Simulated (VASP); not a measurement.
# PbI2 (P-3m1) in VASP: single point with HSE06

Aim: the single point of PbI2 with HSE06.

Program: VASP 6.6.1. These are calculated values, not measurements. Logs are shortened: lines on timing, memory, paths and dates and some standing lists are left out, and cuts for length are marked.

**1. The cell of the first run**

Symmetry: P-3m1, No. 164, trigonal system. The conventional cell has a = 4.564 Å, b = 4.564 Å, c = 7.048 Å, α = 90.00°, β = 90.00°, γ = 120.00°. Pb (site symmetry -3m) has 6 I at 3.24 Å within 4.3 Å. Within 4.3 Å of I (site symmetry 3m) lie 3 Pb at 3.24 Å and 3 I at 4.21 Å.

**2. Single point, HSE06**

POSCAR

```
PbI2
1.0
    4.5640816926      0.0000000000      0.0000000000
   -2.2820408463      3.9526106907      0.0000000000
    0.0000000000      0.0000000000      7.0475121411
Pb I
1 2
Direct
    0.0000000000      0.0000000000      0.0000000000
    0.3333333333      0.6666666667      0.2667068022
    0.6666666667      0.3333333333      0.7332931978
```

INCAR.step1

```
ALGO     = Normal         # electronic algorithm
EDIFF    = 1E-5           # SCF threshold, eV
ENCUT    = 400            # plane-wave cutoff, eV
GGA      = PE             # functional
GGA_COMPAT= F            
ISIF     = 2              # what is computed and relaxed
ISMEAR   = 0              # smearing method
LASPH    = T              # aspherical terms in the spheres
LCHARG   = F              # write CHGCAR
LREAL    = F              # projectors in reciprocal space
LWAVE    = T              # write WAVECAR
NBANDS   = 21             # bands
NELM     = 120            # most SCF steps
PREC     = Accurate       # precision mode
SIGMA    = 0.01           # smearing width, eV
```

INCAR.step2

```
ALGO     = Normal         # electronic algorithm
EDIFF    = 1E-6           # SCF threshold, eV
ENCUT    = 400            # plane-wave cutoff, eV
GGA      = PE             # functional
GGA_COMPAT= F            
HFSCREEN = 0.2079         # screening, 1/A
ISIF     = 2              # what is computed and relaxed
ISMEAR   = 0              # smearing method
ISTART   = 1            
LASPH    = T              # aspherical terms in the spheres
LCHARG   = F              # write CHGCAR
LHFCALC  = T              # exact exchange
LREAL    = F              # projectors in reciprocal space
LWAVE    = F              # write WAVECAR
NBANDS   = 21             # bands
NELM     = 120            # most SCF steps
PREC     = Accurate       # precision mode
PRECFOCK = Normal       
SIGMA    = 0.01           # smearing width, eV
```

KPOINTS

```
k-points
0
Gamma
  6 6 2
```

Potentials or basis: VASP PAW PBE potentials, release 64 (Pb_d, I).

Started as:

```console
$ cat potpaw_PBE.64/Pb_d/POTCAR potpaw_PBE.64/I/POTCAR > POTCAR
$ cp INCAR.step1 INCAR
$ mpirun -np 1 vasp_std > vasp.out
$ cp INCAR.step2 INCAR
$ mpirun -np 1 vasp_std > vasp.out
```

OUTCAR:

```text
EDIFF = 1E-6
   ENCUT = 400
   GGA = PE
   HFSCREEN = 0.2079
   ISIF = 2
   ISMEAR = 0
   ISTART = 1
   LASPH = T
   LHFCALC = T
   LREAL = F
   NELM = 120
   PREC = Accurate
   PRECFOCK = Normal

 ion  position               nearest neighbor table
   1  0.000  0.000  0.000-   2 3.24   3 3.24   2 3.24   3 3.24   3 3.24   2 3.24
   2  0.333  0.667  0.267-   1 3.24   1 3.24   1 3.24
   3  0.667  0.333  0.733-   1 3.24   1 3.24   1 3.24

  LATTYP: Found a hexagonal cell.
 ALAT       =     4.5640816926
 C/A-ratio  =     1.5441248899

  Lattice vectors:

 A1 = (   4.5640816926,   0.0000000000,   0.0000000000)
 A2 = (  -2.2820408463,   3.9526106907,   0.0000000000)
 A3 = (   0.0000000000,   0.0000000000,   7.0475121411)

Analysis of symmetry for initial positions (statically):
=====================================================================
 Subroutine PRICEL returns:
 Original cell was already a primitive cell.

 Routine SETGRP: Setting up the symmetry group for a
 hexagonal supercell.

 Subroutine GETGRP returns: Found 12 space group operations
 (whereof 12 operations were pure point group operations)
 out of a pool of 24 trial point group operations.

The static configuration has the point symmetry D_3d.

Analysis of symmetry for dynamics (positions and initial velocities):
=====================================================================
 Subroutine PRICEL returns:
 Original cell was already a primitive cell.

 Routine SETGRP: Setting up the symmetry group for a
 hexagonal supercell.

 Subroutine GETGRP returns: Found 12 space group operations
 (whereof 12 operations were pure point group operations)
 out of a pool of 24 trial point group operations.

The dynamic configuration has the point symmetry D_3d.

 Subroutine INISYM returns: Found 12 space group operations
 (whereof 12 operations are pure point group operations),
 and found     1 'primitive' translations

----------------------------------------------------------------------------------------

                                     Primitive cell

  volume of cell :     127.1374

  direct lattice vectors                    reciprocal lattice vectors
     4.564081693  0.000000000  0.000000000     0.219102126  0.126498671  0.000000000
    -2.282040846  3.952610691  0.000000000     0.000000000  0.252997342  0.000000000
     0.000000000  0.000000000  7.047512141     0.000000000  0.000000000  0.141894044

  length of vectors
     4.564081693  4.564081693  7.047512141     0.252997342  0.252997342  0.141894044

  position of ions in fractional coordinates (direct lattice)
     0.000000000  0.000000000  0.000000000
     0.333333333  0.666666667  0.266706802
     0.666666667  0.333333333  0.733293198

  ion indices of the primitive-cell ions
   primitive index   ion index
                 1           1
                 2           2
                 3           3

----------------------------------------------------------------------------------------

 KPOINTS: k-points

Automatic generation of k-mesh.
 Grid dimensions read from file:
 generate k-points for:    6    6    2

 Generating k-lattice:

  Cartesian coordinates                     Fractional coordinates (reciprocal lattice)
     0.036517021  0.021083112  0.000000000     0.166666667 -0.000000000  0.000000000
     0.000000000  0.042166224  0.000000000     0.000000000  0.166666667  0.000000000
     0.000000000  0.000000000  0.070947022     0.000000000  0.000000000  0.500000000

  Length of vectors
     0.042166224  0.042166224  0.070947022

  Shift w.r.t. Gamma in fractional coordinates (k-lattice)
     0.000000000  0.000000000  0.000000000

 Subroutine IBZKPT returns following result:
 ===========================================

 Found     14 irreducible k-points:

 Following reciprocal coordinates:
            Coordinates               Weight
  0.000000  0.000000  0.000000      1.000000
  0.166667  0.000000  0.000000      6.000000
  0.333333  0.000000  0.000000      6.000000
  0.500000  0.000000  0.000000      3.000000
  0.166667  0.166667  0.000000      6.000000
  0.333333  0.166667  0.000000     12.000000
  0.333333  0.333333  0.000000      2.000000
  0.000000  0.000000  0.500000      1.000000
  0.166667  0.000000  0.500000      6.000000
  0.333333  0.000000  0.500000      6.000000
  0.500000  0.000000  0.500000      3.000000
  0.166667  0.166667  0.500000      6.000000
  0.333333  0.166667  0.500000     12.000000
  0.333333  0.333333  0.500000      2.000000
   k-points           NKPTS =     14   k-points in BZ     NKDIM =     72   number of bands    NBANDS=     21
   number of dos      NEDOS =    301   number of ions     NIONS =      3
   total plane-waves  NPLWV =  43200
   dimension x,y,z NGX =    30 NGY =   30 NGZ =   48
   dimension x,y,z NGXF=    60 NGYF=   60 NGZF=   96
   ions per type =               1   2
   NGX,Y,Z   is equivalent  to a cutoff of  10.93, 10.93, 11.32 a.u.
   NGXF,Y,Z  is equivalent  to a cutoff of  21.85, 21.85, 22.65 a.u.
 SYSTEM =  unknown system
   PREC   = accura    normal or accurate (medium, high low for compatibility)
   ISTART =      1    job   : 0-new  1-cont  2-samecut
   ICHARG =      0    charge: 1-file 2-atom 10-const
   ISPIN  =      1    spin polarized calculation?
   LNONCOLLINEAR =      F non collinear calculations
   LSORBIT =      F    spin-orbit coupling
   LASPH  =      T    aspherical Exc in radial PAW
   ENCUT  =  400.0 eV  29.40 Ry    5.42 a.u.   7.44  7.44 11.49*2*pi/ulx,y,z
   NELM   =    120;   NELMIN=  2; NELMDL=  0     # of ELM steps
   EDIFF  = 0.1E-05   stopping-criterion for ELM
   LREAL  =      F    real-space projection
   EDIFFG = 0.1E-04   stopping-criterion for IOM
   NSW    =      0    number of steps for IOM
   IBRION =     -1    ionic relax: 0-MD 1-quasi-New 2-CG
   NFREE  =      0    steps in history (QN), initial steepest desc. (CG)
   ISIF   =      2    stress and relaxation
   ISYM   =      3    0-nonsym 1-usesym 2-fastsym
   POTIM  = 0.5000    time-step for ionic-motion
   TEBEG  =    0.0;   TEEND  =   0.0 temperature during run
   PSTRESS=    0.0 pullay stress
   NELECT =      28.0000    total number of electrons
   NUPDOWN=      -1.0000    fix difference up-down
   EMIN   =  10.00;   EMAX   =-10.00  energy-range for DOS
   EFERMI =   0.00;   METHOD = LEGACY
   ISMEAR =     0;   SIGMA  =   0.01  broadening in eV -4-tet -1-fermi 0-gaus
   EFERMI_NEDOS =   21; number of points for ismear=-14 and -15
   IALGO  =     38    algorithm
   IMIX   =      1    mixing-type and parameters
     AMIX     =   0.40;   BMIX     =  1.00
     AMIX_MAG =   1.60;   BMIX_MAG =  1.00
  volume/ion in A,a.u.               =      42.38       285.99
  Fermi-wavevector in a.u.,A,eV,Ry     =   0.988636  1.868251 13.298349  0.977401
  Thomas-Fermi vector in A             =   2.120177
   LORBIT       =      0    0 simple, 1 ext, 2 COOP (PROOUT), +10 PAW based schemes
   GGA     = PE    functional components
   LHFCALC =     T    Hartree Fock is set to
   PRECFOCK=normal    Normal, Fast or Accurate (Low or Medium for compatibility)
   ENCUT4O =  -1.0   cutoff for four orbital integrals eV
   NKREDX  =     1    reduce k-point grid by
   NKREDY  =     1    reduce k-point grid by
   NKREDZ  =     1    reduce k-point grid by
   AEXX    =    0.2500 exact exchange contribution
   HFSCREEN=    0.2079 screening length (either q_TF or 0.3 A-1)
   HFSCREENC=   0.2079 screening length for correlation (either q_TF or 0.3 A-1)
   ENCUTFOCK=  -1.0 apply spherical cutoff to Coloumb kernel
   IVDW    =     0    specifies the selected vdW correction
   LEPSILON=     F    determine dielectric tensor
   LRPA    =     F    only Hartree local field effects (RPA)
 non-spin polarized calculation
 Gauss-broadening in eV      SIGMA  =   0.01
  energy-cutoff  :      400.00
  volume of cell :      127.14
 maximum number of plane-waves:      2326
 NGX is ok and might be reduce to    30
  NGX = 24; NGY = 24; NGZ = 36

 number of electron      27.9999997 magnetization

 Free energy of the ion-electron system (eV)
  ---------------------------------------------------
  ext. energy  EPLUGINS =         0.00000000
  ---------------------------------------------------
  free energy    TOTEN  =       -10.33628661 eV

  energy without entropy =      -10.33628661  energy(sigma->0) =      -10.33628661

 E-fermi :   2.1683     XC(G=0):  -6.7703

 val. band max:        2.0477907186   @ k =   0.0000   0.0000   0.5000
 cond. band min:       4.9782528086   @ k =   0.0000   0.0000   0.5000
 fundamental gap:      2.9304620900
 Fermi energy:         2.1682844406

 k-point     1 :       0.0000    0.0000    0.0000
  band No.  band energies     occupation
      1     -15.7590      2.00000
      2     -15.7590      2.00000
      3     -15.7350      2.00000
      4     -15.7291      2.00000
      5     -15.7291      2.00000
      6     -11.2695      2.00000
[... 13 lines left out ...]
     20      10.7979      0.00000
     21      10.8259      0.00000

 k-point     2 :       0.1667    0.0000    0.0000
  band No.  band energies     occupation
      1     -15.7689      2.00000
      2     -15.7562      2.00000
      3     -15.7329      2.00000
      4     -15.7299      2.00000
      5     -15.7274      2.00000
      6     -11.1350      2.00000
[... 13 lines left out ...]
     20      10.3033      0.00000
     21      10.9360      0.00000

 k-point     3 :       0.3333    0.0000    0.0000
  band No.  band energies     occupation
      1     -15.7898      2.00000
      2     -15.7531      2.00000
      3     -15.7354      2.00000
      4     -15.7238      2.00000
      5     -15.7216      2.00000
      6     -10.8058      2.00000
[... 13 lines left out ...]
     20      11.2085      0.00000
     21      11.7903      0.00000
[... 217 lines left out ...]
 k-point    13 :       0.3333    0.1667    0.5000
  band No.  band energies     occupation
      1     -15.7920      2.00000
      2     -15.7603      2.00000
      3     -15.7332      2.00000
      4     -15.7235      2.00000
      5     -15.7191      2.00000
      6     -10.4996      2.00000
[... 13 lines left out ...]
     20      11.0783      0.00000
     21      11.2017      0.00000

 k-point    14 :       0.3333    0.3333    0.5000
  band No.  band energies     occupation
      1     -15.7783      2.00000
      2     -15.7783      2.00000
      3     -15.7260      2.00000
      4     -15.7260      2.00000
      5     -15.7220      2.00000
      6     -10.3817      2.00000
[... 13 lines left out ...]
     20      10.6251      0.00000
     21      11.0777      0.00000

------------------------ aborting loop because EDIFF is reached ----------------------------------------

  FORCE on cell =-STRESS in cart. coord.  units (eV):
  Direction    XX          YY          ZZ          XY          YZ          ZX
  --------------------------------------------------------------------------------------
  -------------------------------------------------------------------------------------
  Total        0.5697335      0.5697335      0.4508723      0.0000000      0.0000000      0.0000000
  in kB        7.1797453      7.1797453      5.6818645      0.0000000      0.0000000      0.0000000
  external PRESSURE =       6.6804517 kB  Pullay stress =       0.0000000 kB

 VOLUME and BASIS-vectors are now :
 -----------------------------------------------------------------------------
  energy-cutoff  :      400.00
  volume of cell :      127.14
      direct lattice vectors                 reciprocal lattice vectors
     4.564081693  0.000000000  0.000000000     0.219102126  0.126498671  0.000000000
    -2.282040846  3.952610691  0.000000000     0.000000000  0.252997342  0.000000000
     0.000000000  0.000000000  7.047512141     0.000000000  0.000000000  0.141894044

 POSITION                                       TOTAL-FORCE (eV/Angst)
 -----------------------------------------------------------------------------------
      0.00000      0.00000      0.00000        -0.000000      0.000000      0.000000
     -0.00000      2.63507      1.87962         0.000000     -0.000000     -0.077338
      2.28204      1.31754      5.16789        -0.000000      0.000000      0.077338
 -----------------------------------------------------------------------------------
    total drift:                               -0.000001     -0.000001     -0.000004

  FREE ENERGIE OF THE ION-ELECTRON SYSTEM (eV)
  ---------------------------------------------------
  free  energy   TOTEN  =       -10.3362866074 eV

  energy  without entropy=      -10.3362866074  energy(sigma->0) =      -10.33628661
```

Wall time 27 min (1 thread of Intel Xeon Platinum 8488C (Sapphire Rapids), shared host); peak memory 0.33 GiB.

Results:

| Quantity | Value |
| --- | --- |
| Free energy | -10.3363 eV |
| Pressure | 0.7 GPa |
| Largest force | 0.077 eV/Å |
| Band gap on the k mesh | 2.93 eV |

Forces in eV/Å, atoms in the order of the input:
```
Pb   0.000  0.000  0.000
I    0.000  0.000 -0.077
I    0.000  0.000  0.077
```

Caveat: the k points lie up to 0.45 Å⁻¹ apart; the PAW data sets were made with another functional, which shifts forces and pressure a little; spin-orbit coupling is left out, which moves the levels of the heavy elements; this functional lacks dispersion, which binds layers or chains, so the pressure and a relaxed spacing across them are unreliable.
